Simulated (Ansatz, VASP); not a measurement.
# Pb in VASP and in Ansatz

```
CELL_PARAMETERS angstrom
0.00000 3.41689 3.41689
3.41689 0.00000 3.41689
3.41689 3.41689 0.00000
ATOMIC_POSITIONS crystal
Pb 0.80750 0.89750 0.89750
Pb 0.19250 0.10250 0.10250
```

Change from the starting cell: shortest bond scaled by 0.82, LAPW.

Alike in both runs: task single point; functional PBE; k mesh 8 × 8 × 8; occupations fermi-dirac, width 0.05 eV; no spin polarisation.

|  | VASP | Ansatz |
| --- | --- | --- |
| version | VASP 6.6.1 | Ansatz 0.2.0 |
| potentials or method | VASP PAW PBE potentials, release 64 (Pb_d), cutoff 520 eV | all-electron LAPW, scalar-relativistic |

```tsv
	VASP	Ansatz	Ansatz less VASP
pressure (GPa)	9.4	9.5	+0.03
traceless stress, the component that is largest in VASP (GPa)	-10.36	-10.34	+0.026
rms of the force components (eV/Å)	3.986	3.978	-0.0076
```

Atom by atom the forces differ by 0.008 eV/Å (rms over components). Ansatz ran all-electron here, and VASP with PAW potentials.

Neither program's run includes spin-orbit coupling.
